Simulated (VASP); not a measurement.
# GaP (I-4m2) in VASP: notebook

Runs on GaP. Level: PBE. Tasks: single point.

All numbers are computed with VASP 6.6.1; they aren't measurements. Logs are shortened: lines on timing, memory, paths and dates and some standing lists are left out, and cuts for length are marked.

## Step 1: The cell of the first run

It takes space group I-4m2 (No. 119, tetragonal). The conventional cell has a = 3.700 Å, b = 3.700 Å, c = 5.887 Å, α = 90.00°, β = 90.00°, γ = 90.00°. Ga (site symmetry -4m2) has 4 P at 2.36 Å within 3.1 Å. Within 3.1 Å of P (site symmetry -4m2) lie 4 Ga at 2.36 Å.

## Step 2: Single point, PBE (strain -0.040 along x and y, +0.080 along z)

Contents of INCAR:

```
SYSTEM = GaP
ALGO = Normal ; EDIFF = 1E-7
ENCUT = 520 ; GGA = PE
ISIF = 2 ; ISMEAR = 0
LASPH = .TRUE. ; LCHARG = .FALSE.
LREAL = .FALSE. ; LWAVE = .FALSE.
NBANDS = 16 ; NELM = 80
PREC = Accurate ; SIGMA = 0.05
```

Contents of KPOINTS:

```
k-points
0
G
  8 8 8
  0 0 0
```

Contents of POSCAR:

```
GaP
1.0
    0.0000000000      2.6162400000      2.9432700000
    2.6162400000      0.0000000000      2.9432700000
    2.6162400000      2.6162400000      0.0000000000
Ga P
1 1
Direct
    0.0000000000      0.0000000000      0.0000000000
    0.7500000000      0.7500000000      0.7500000000
```

Potentials or basis: VASP PAW PBE potentials, release 64 (Ga_d, P).

Launch:

```sh
$ cat potpaw_PBE.64/Ga_d/POTCAR potpaw_PBE.64/P/POTCAR > POTCAR
$ mpirun -np 1 vasp_std > vasp.out
```

OUTCAR:

```text
SYSTEM = GaP
   EDIFF = 1E-7
   ENCUT = 520
   GGA = PE
   ISIF = 2
   ISMEAR = 0
   LASPH = .TRUE.
   LREAL = .FALSE.
   NELM = 80
   PREC = Accurate

 ion  position               nearest neighbor table
   1  0.000  0.000  0.000-   2 2.36   2 2.36   2 2.36   2 2.36
   2  0.750  0.750  0.750-   1 2.36   1 2.36   1 2.36   1 2.36

  LATTYP: Found a body centered tetragonal cell.
 ALAT       =     3.6999220904
 C/A-ratio  =     1.5909902577

  Lattice vectors:

 A1 = (  -2.6162400000,   0.0000000000,   2.9432700000)
 A2 = (   2.6162400000,   0.0000000000,   2.9432700000)
 A3 = (   0.0000000000,   2.6162400000,  -2.9432700000)

Analysis of symmetry for initial positions (statically):
=====================================================================
 Subroutine PRICEL returns:
 Original cell was already a primitive cell.

 Routine SETGRP: Setting up the symmetry group for a
 body centered tetragonal supercell.

 Subroutine GETGRP returns: Found  8 space group operations
 (whereof  8 operations were pure point group operations)
 out of a pool of 16 trial point group operations.

The static configuration has the point symmetry D_2d.

Analysis of symmetry for dynamics (positions and initial velocities):
=====================================================================
 Subroutine PRICEL returns:
 Original cell was already a primitive cell.

 Routine SETGRP: Setting up the symmetry group for a
 body centered tetragonal supercell.

 Subroutine GETGRP returns: Found  8 space group operations
 (whereof  8 operations were pure point group operations)
 out of a pool of 16 trial point group operations.

The dynamic configuration has the point symmetry D_2d.

 Subroutine INISYM returns: Found  8 space group operations
 (whereof  8 operations are pure point group operations),
 and found     1 'primitive' translations

----------------------------------------------------------------------------------------

                                     Primitive cell

  volume of cell :      40.2917

  direct lattice vectors                    reciprocal lattice vectors
     0.000000000  2.616240000  2.943270000    -0.191113965  0.191113965  0.169879080
     2.616240000  0.000000000  2.943270000     0.191113965 -0.191113965  0.169879080
     2.616240000  2.616240000  0.000000000     0.191113965  0.191113965 -0.169879080

  length of vectors
     3.937962675  3.937962675  3.699922090     0.319230320  0.319230320  0.319230320

  position of ions in fractional coordinates (direct lattice)
     0.000000000  0.000000000  0.000000000
     0.750000000  0.750000000  0.750000000

[... 78 lines left out ...]
   EDIFFG = 0.1E-05   stopping-criterion for IOM
   NSW    =      0    number of steps for IOM
   IBRION =     -1    ionic relax: 0-MD 1-quasi-New 2-CG
   NFREE  =      0    steps in history (QN), initial steepest desc. (CG)
   ISIF   =      2    stress and relaxation
   ISYM   =      2    0-nonsym 1-usesym 2-fastsym
   POTIM  = 0.5000    time-step for ionic-motion
   TEBEG  =    0.0;   TEEND  =   0.0 temperature during run
   PSTRESS=    0.0 pullay stress
   NELECT =      18.0000    total number of electrons
   NUPDOWN=      -1.0000    fix difference up-down
   EMIN   =  10.00;   EMAX   =-10.00  energy-range for DOS
   EFERMI =   0.00;   METHOD = LEGACY
   ISMEAR =     0;   SIGMA  =   0.05  broadening in eV -4-tet -1-fermi 0-gaus
   EFERMI_NEDOS =   21; number of points for ismear=-14 and -15
   IALGO  =     38    algorithm
   IMIX   =      4    mixing-type and parameters
     AMIX     =   0.40;   BMIX     =  1.00
     AMIX_MAG =   1.60;   BMIX_MAG =  1.00
  volume/ion in A,a.u.               =      20.15       135.95
  Fermi-wavevector in a.u.,A,eV,Ry     =   1.251490  2.364972 21.309801  1.566226
  Thomas-Fermi vector in A             =   2.385435
   LORBIT       =      0    0 simple, 1 ext, 2 COOP (PROOUT), +10 PAW based schemes
   GGA     = PE    functional components
   LHFCALC =     F    Hartree Fock is set to
   AEXX    =    0.0000 exact exchange contribution
   IVDW    =     0    specifies the selected vdW correction
   LEPSILON=     F    determine dielectric tensor
   LRPA    =     F    only Hartree local field effects (RPA)
 non-spin polarized calculation
 Gauss-broadening in eV      SIGMA  =   0.05
  energy-cutoff  :      520.00
  volume of cell :       40.29
 maximum number of plane-waves:      1099
 NGX is ok and might be reduce to    30
   NGX = 15   NGY = 15   NGZ = 13

 number of electron      17.9999998 magnetization

 Free energy of the ion-electron system (eV)
  ---------------------------------------------------
  ext. energy  EPLUGINS =         0.00000000
  ---------------------------------------------------
  free energy    TOTEN  =        -9.01492961 eV

  energy without entropy =       -9.01492961  energy(sigma->0) =       -9.01492961

 E-fermi :   5.2298     XC(G=0):  -9.8695

 val. band max:        4.9689551619   @ k =   0.0000   0.0000   0.0000
 cond. band min:       6.0229690416   @ k =   0.3750   0.0000   0.3750
 fundamental gap:      1.0540138797
 Fermi energy:         5.2298130814

 k-point     1 :       0.0000    0.0000    0.0000
  band No.  band energies     occupation
      1      -9.8945      2.00000
      2      -9.8551      2.00000
      3      -9.8551      2.00000
      4      -9.7802      2.00000
      5      -9.7673      2.00000
      6      -7.7947      2.00000
[... 433 lines left out ...]
      3      -9.8346      2.00000
      4      -9.7906      2.00000
      5      -9.7509      2.00000
      6      -6.2768      2.00000
[... 8 lines left out ...]
     15      15.1638      0.00000
     16      16.4158      0.00000

 [... further k-points ...]

------------------------ aborting loop because EDIFF is reached ----------------------------------------

  FORCE on cell =-STRESS in cart. coord.  units (eV):
  Direction    XX          YY          ZZ          XY          YZ          ZX
  --------------------------------------------------------------------------------------
  -------------------------------------------------------------------------------------
  Total        1.5491203      1.5491203     -1.1049987      0.0000000     -0.0000000      0.0000000
  in kB       61.5999648     61.5999648    -43.9396986      0.0000000     -0.0000000      0.0000000
  external PRESSURE =      26.4200770 kB  Pullay stress =       0.0000000 kB

 VOLUME and BASIS-vectors are now :
 -----------------------------------------------------------------------------
  energy-cutoff  :      520.00
  volume of cell :       40.29
      direct lattice vectors                 reciprocal lattice vectors
     0.000000000  2.616240000  2.943270000    -0.191113965  0.191113965  0.169879080
     2.616240000  0.000000000  2.943270000     0.191113965 -0.191113965  0.169879080
     2.616240000  2.616240000  0.000000000     0.191113965  0.191113965 -0.169879080

 POSITION                                       TOTAL-FORCE (eV/Angst)
 -----------------------------------------------------------------------------------
      0.00000      0.00000      0.00000        -0.000000     -0.000000      0.000000
      3.92436      3.92436      4.41491         0.000000      0.000000     -0.000000
 -----------------------------------------------------------------------------------
    total drift:                               -0.000003     -0.000003      0.000008

  FREE ENERGIE OF THE ION-ELECTRON SYSTEM (eV)
  ---------------------------------------------------
  free  energy   TOTEN  =        -9.0149296131 eV

  energy  without entropy=       -9.0149296131  energy(sigma->0) =       -9.01492961
```

OSZICAR:

```text
N       E                     dE             d eps       ncg     rms          rms(c)
DAV:   1     0.803964930973E+02    0.80396E+02   -0.89303E+03  1952   0.163E+03
DAV:   2    -0.307772730974E+01   -0.83474E+02   -0.79567E+02  2168   0.305E+02
DAV:   3    -0.919369445875E+01   -0.61160E+01   -0.60928E+01  2344   0.653E+01
DAV:   4    -0.929161362555E+01   -0.97919E-01   -0.97892E-01  2440   0.885E+00
DAV:   5    -0.929353258532E+01   -0.19190E-02   -0.19189E-02  2424   0.107E+00    0.425E+00
DAV:   6    -0.904213604030E+01    0.25140E+00   -0.39496E-01  2920   0.107E+01    0.281E+00
DAV:   7    -0.901437820890E+01    0.27758E-01   -0.98046E-02  2440   0.214E+00    0.112E+00
DAV:   8    -0.901442189647E+01   -0.43688E-04   -0.13246E-02  2328   0.136E+00    0.204E-01
DAV:   9    -0.901480022820E+01   -0.37833E-03   -0.12629E-03  2456   0.483E-01    0.760E-02
DAV:  10    -0.901486561962E+01   -0.65391E-04   -0.10995E-04  2968   0.116E-01    0.356E-02
DAV:  11    -0.901492969245E+01   -0.64073E-04   -0.87250E-05  2248   0.776E-02    0.521E-03
DAV:  12    -0.901492933654E+01    0.35591E-06   -0.25851E-06  2320   0.201E-02    0.367E-03
DAV:  13    -0.901492957988E+01   -0.24334E-06   -0.76678E-07  2528   0.721E-03    0.187E-03
DAV:  14    -0.901492961311E+01   -0.33232E-07   -0.23724E-08  1736   0.128E-03
   1 F= -.90149296E+01 E0= -.90149296E+01  d E =-.166407E-15
```

stdout:

```text
POSCAR found type information on POSCAR GaP
 POSCAR found :  2 types and       2 ions
 scaLAPACK will be used
 LDA part: xc-table for (Slater+PW92), standard interpolation
 POSCAR, INCAR and KPOINTS ok, starting setup
 FFT: planning ... GRIDC
 FFT: planning ... GRID_SOFT
 FFT: planning ... GRID
 WAVECAR not read
 entering main loop
```

It took 65 s on 1 thread of Intel Xeon 8259CL, shared host; peak memory 0.19 GiB.

What came out:

```
Free energy            : -9.0149 eV
Pressure               : 2.6 GPa
Band gap on the k mesh : 1.05 eV (least direct gap 1.46 eV)
```

Stress tensor (GPa, compression positive):
```
 6.16  0.00  0.00
 0.00  6.16  0.00
 0.00  0.00 -4.39
```

Levels at points of the mesh, in eV from the valence-band top:
| k point | band 6 | band 7 | band 8 | band 9 | band 10 | band 11 | band 12 | band 13 |
| --- | --- | --- | --- | --- | --- | --- | --- | --- |
| (0.00, 0.00, 0.00) | -12.76 | -0.80 | 0.00 | 0.00 | 1.46 | 3.63 | 3.63 | 3.89 |
| (0.50, 0.00, 0.00) | -10.68 | -6.90 | -1.89 | -0.84 | 1.11 | 4.40 | 4.94 | 8.14 |
| (0.50, 0.50, 0.00) | -10.14 | -7.53 | -2.37 | -2.37 | 1.99 | 2.32 | 10.15 | 10.35 |
| (0.50, 0.00, 0.50) | -9.60 | -6.74 | -3.21 | -3.14 | 1.14 | 1.21 | 9.57 | 9.60 |

Caveat: the cell differs from its parent crystal (strain -0.040 along x and y, +0.080 along z). A k mesh can miss the band edges.

[end of part 1 of 2]
